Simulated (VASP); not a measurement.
# CdH3 (Pm-3m) in VASP: a series of runs, part 2 of 2

VASP 6.6.1. Earlier steps stand in the parts before.

## 5. Relaxation of cell and atoms, PBE

Input file INCAR:

```
SYSTEM = CdH3
ALGO = Normal
EDIFF = 1E-7
EDIFFG = -0.01
ENCUT = 600
GGA = PE
IBRION = 2
ISIF = 3
ISMEAR = 0
LASPH = .TRUE.
LCHARG = .FALSE.
LREAL = .FALSE.
LWAVE = .FALSE.
NELM = 60
NSW = 100
PREC = Accurate
SIGMA = 0.1
```

Input file KPOINTS:

```
k-points
0
G
  14 14 14
  0 0 0
```

Input file POSCAR:

```
CdH3
1.0
    3.2399858990      0.0000000000      0.0000000000
    0.0000000000      3.2399858990      0.0000000000
    0.0000000000      0.0000000000      3.2399858990
Cd H
1 3
Direct
    0.0000000000      0.0000000000      0.0000000000
    0.0000000000      0.5000000000      0.5000000000
    0.5000000000      0.0000000000      0.5000000000
    0.5000000000      0.5000000000      0.0000000000
```

Potentials or basis: VASP PAW PBE potentials, release 64 (Cd, H).

Run with:

```
$ cat potpaw_PBE.64/Cd/POTCAR potpaw_PBE.64/H/POTCAR > POTCAR
$ mpirun -np 1 vasp_std > vasp.out
```

OUTCAR:

```text
SYSTEM = CdH3
   EDIFF = 1E-7
   EDIFFG = -0.01
   ENCUT = 600
   GGA = PE
   IBRION = 2
   ISIF = 3
   ISMEAR = 0
   LASPH = .TRUE.
   LREAL = .FALSE.
   NELM = 60
   NSW = 100
   PREC = Accurate

 ion  position               nearest neighbor table
   1  0.000  0.000  0.000-   2 2.29   3 2.29   4 2.29   2 2.29   3 2.29   2 2.29   4 2.29   2 2.29
                             3 2.29   4 2.29   3 2.29   4 2.29
   2  0.000  0.500  0.500-   1 2.29   1 2.29   1 2.29   1 2.29
   3  0.500  0.000  0.500-   1 2.29   1 2.29   1 2.29   1 2.29
   4  0.500  0.500  0.000-   1 2.29   1 2.29   1 2.29   1 2.29

  LATTYP: Found a simple cubic cell.
 ALAT       =     3.2399858990

  Lattice vectors:

 A1 = (   3.2399858990,   0.0000000000,   0.0000000000)
 A2 = (   0.0000000000,   3.2399858990,   0.0000000000)
 A3 = (   0.0000000000,   0.0000000000,   3.2399858990)

Analysis of symmetry for initial positions (statically):
=====================================================================
 Subroutine PRICEL returns:
 Original cell was already a primitive cell.

 Routine SETGRP: Setting up the symmetry group for a
 simple cubic supercell.

 Subroutine GETGRP returns: Found 48 space group operations
 (whereof 48 operations were pure point group operations)
 out of a pool of 48 trial point group operations.

The static configuration has the point symmetry O_h .

Analysis of symmetry for dynamics (positions and initial velocities):
=====================================================================
 Subroutine PRICEL returns:
 Original cell was already a primitive cell.

 Routine SETGRP: Setting up the symmetry group for a
 simple cubic supercell.

 Subroutine GETGRP returns: Found 48 space group operations
 (whereof 48 operations were pure point group operations)
 out of a pool of 48 trial point group operations.

The dynamic configuration has the point symmetry O_h .

 Subroutine INISYM returns: Found 48 space group operations
 (whereof 48 operations are pure point group operations),
[... 131 lines left out ...]
 conjugate gradient relaxation of ions
 non-spin polarized calculation
 Gauss-broadening in eV      SIGMA  =   0.10
  energy-cutoff  :      600.00
  volume of cell :       34.01
 maximum number of plane-waves:      1165
 NGX is ok and might be reduce to    28
   NGX = 13   NGY = 13   NGZ = 13

 number of electron      15.0000003 magnetization

 Free energy of the ion-electron system (eV)
  ---------------------------------------------------
  ext. energy  EPLUGINS =         0.00000000
  ---------------------------------------------------
  free energy    TOTEN  =        -7.26201219 eV

  energy without entropy =       -7.25485907  energy(sigma->0) =       -7.25843563

 E-fermi :   1.5104     XC(G=0): -10.5163

 val. band max:        1.4833088329   @ k =   0.3571   0.2143   0.2143
 cond. band min:       1.5105551929   @ k =   0.5000   0.2857   0.0000
 fundamental gap:      0.0272463600
 Fermi energy:         1.5104397138

 k-point     1 :       0.0000    0.0000    0.0000
  band No.  band energies     occupation
      1      -8.6234      2.00000
      2      -7.6837      2.00000
      3      -7.6837      2.00000
      4      -6.6846      2.00000
      5      -6.6846      2.00000
      6      -6.6846      2.00000
      7       3.0396      0.00000
      8       3.0396      0.00000
      9       7.8933      0.00000
     10       7.8933      0.00000
     11       7.8933      0.00000
[... 309 lines left out ...]
 k-point    24 :       0.3571    0.2143    0.0000
  band No.  band energies     occupation
      1      -7.4562      2.00000
      2      -7.3954      2.00000
      3      -7.1375      2.00000
      4      -6.8962      2.00000
      5      -6.7694      2.00000
      6      -5.7187      2.00000
      7      -1.7204      2.00000
      8       1.7547      0.00055
      9       5.0395      0.00000
     10      10.8659      0.00000
     11      10.9437      0.00000

 [... further k-points ...]

------------------------ aborting loop because EDIFF is reached ----------------------------------------

  FORCE on cell =-STRESS in cart. coord.  units (eV):
  Direction    XX          YY          ZZ          XY          YZ          ZX
  --------------------------------------------------------------------------------------
  -------------------------------------------------------------------------------------
  Total       -0.0084596     -0.0084596     -0.0084596      0.0000000      0.0000000      0.0000000
  in kB       -0.3985041     -0.3985041     -0.3985041      0.0000000      0.0000000      0.0000000
  external PRESSURE =      -0.3985041 kB  Pullay stress =       0.0000000 kB

 VOLUME and BASIS-vectors are now :
 -----------------------------------------------------------------------------
  energy-cutoff  :      600.00
  volume of cell :       34.01
      direct lattice vectors                 reciprocal lattice vectors
     3.239985899  0.000000000  0.000000000     0.308643319  0.000000000  0.000000000
     0.000000000  3.239985899  0.000000000     0.000000000  0.308643319  0.000000000
     0.000000000  0.000000000  3.239985899     0.000000000  0.000000000  0.308643319

 POSITION                                       TOTAL-FORCE (eV/Angst)
 -----------------------------------------------------------------------------------
      0.00000      0.00000      0.00000         0.000000      0.000000      0.000000
      0.00000      1.61999      1.61999         0.000000      0.000000      0.000000
      1.61999      0.00000      1.61999         0.000000      0.000000      0.000000
      1.61999      1.61999      0.00000         0.000000      0.000000      0.000000
 -----------------------------------------------------------------------------------
    total drift:                               -0.000000     -0.000000     -0.000000

  FREE ENERGIE OF THE ION-ELECTRON SYSTEM (eV)
  ---------------------------------------------------
  free  energy   TOTEN  =        -7.2620121923 eV

  energy  without entropy=       -7.2548590693  energy(sigma->0) =       -7.25843563

 reached required accuracy - stopping structural energy minimisation
```

OSZICAR:

```text
N       E                     dE             d eps       ncg     rms          rms(c)
DAV:   1     0.828314806209E+02    0.82831E+02   -0.83235E+03  2704   0.139E+03
DAV:   2    -0.551446339901E+01   -0.88346E+02   -0.83006E+02  2748   0.296E+02
DAV:   3    -0.780850919646E+01   -0.22940E+01   -0.22535E+01  3094   0.539E+01
DAV:   4    -0.781645504934E+01   -0.79459E-02   -0.79368E-02  2763   0.243E+00
DAV:   5    -0.781648653516E+01   -0.31486E-04   -0.31486E-04  2925   0.138E-01    0.803E+00
DAV:   6    -0.733509589679E+01    0.48139E+00   -0.78636E-01  2935   0.164E+01    0.679E+00
DAV:   7    -0.726195607159E+01    0.73140E-01   -0.25580E-01  2786   0.490E+00    0.277E+00
DAV:   8    -0.726188184348E+01    0.74228E-04   -0.42397E-02  2691   0.342E+00    0.249E-01
DAV:   9    -0.726200095591E+01   -0.11911E-03   -0.22475E-03  2898   0.854E-01    0.125E-01
DAV:  10    -0.726201201434E+01   -0.11058E-04   -0.27691E-04  2667   0.293E-01    0.145E-02
DAV:  11    -0.726201521546E+01   -0.32011E-05   -0.27146E-05  2727   0.639E-02    0.195E-02
DAV:  12    -0.726201254591E+01    0.26696E-05   -0.31021E-06  2737   0.255E-02    0.912E-03
DAV:  13    -0.726201225007E+01    0.29584E-06   -0.99206E-07  2748   0.130E-02    0.107E-03
DAV:  14    -0.726201219226E+01    0.57806E-07   -0.22816E-08  1329   0.170E-03
   1 F= -.72620122E+01 E0= -.72584356E+01  d E =-.726201E+01
```

It took 70 s on 1 thread of Intel Xeon 8259CL, shared host; peak memory 0.2 GiB.

Results:

```
Free energy             : -7.2620 eV
Pressure after relaxing : 0.0 GPa
Band gap on the k mesh  : zero (an odd number of electrons rules out a gap without spin polarisation)
```

Final structure:
```yaml
crystal:
  lattice:
    - [3.23999, 0.00000, 0.00000]
    - [0.00000, 3.23999, 0.00000]
    - [0.00000, 0.00000, 3.23999]
  atoms:
    - { symbol: Cd, position: [0.00000, 0.00000, 0.00000] }
    - { symbol: H, position: [0.00000, 0.50000, 0.50000] }
    - { symbol: H, position: [0.50000, 0.00000, 0.50000] }
    - { symbol: H, position: [0.50000, 0.50000, 0.00000] }
```

Levels at points of the mesh, in eV from the Fermi level:
```
           k point  band 4  band 5  band 6  band 7  band 8  band 9  band 10  band 11
(0.00, 0.00, 0.00)   -8.20   -8.20   -8.20    1.53    1.53    6.38     6.38     6.38
(0.50, 0.00, 0.00)   -8.47   -8.17   -6.71   -5.43    1.19    6.24     9.66     9.66
(0.50, 0.50, 0.00)   -8.43   -7.96   -3.96   -3.96   -1.39   -0.34     8.93     8.93
(0.50, 0.50, 0.50)   -7.94   -7.94   -0.48   -0.48   -0.48    2.33     2.33     2.33
```

Caveat: the relaxation stopped at its first step, so nothing moved.

## 6. Overview

```csv
task,cell,k mesh,cutoff (eV),gap on the mesh (eV),pressure (GPa)
single point,"a = 3.240 Å, 4 atoms",6 × 6 × 6,520,none,0.0
relaxation of cell and atoms,"relaxed from a = 3.451 Å, 4 atoms",6 × 6 × 6,600,none,0.1
single point,"a = 3.236 Å, 4 atoms",14 × 14 × 14,520,none,0.2
relaxation of cell and atoms,"relaxed from a = 3.240 Å, 4 atoms",14 × 14 × 14,600,none,0.0
```

Alike in all rows: level PBE; potentials or basis VASP PAW PBE potentials, release 64 (Cd, H); no spin polarisation; smearing gaussian 0.1 eV.

Caveats: the relaxation stopped at its first step, so nothing moved (at least some runs).

Absolute energies hang on the potentials; compare differences alone.
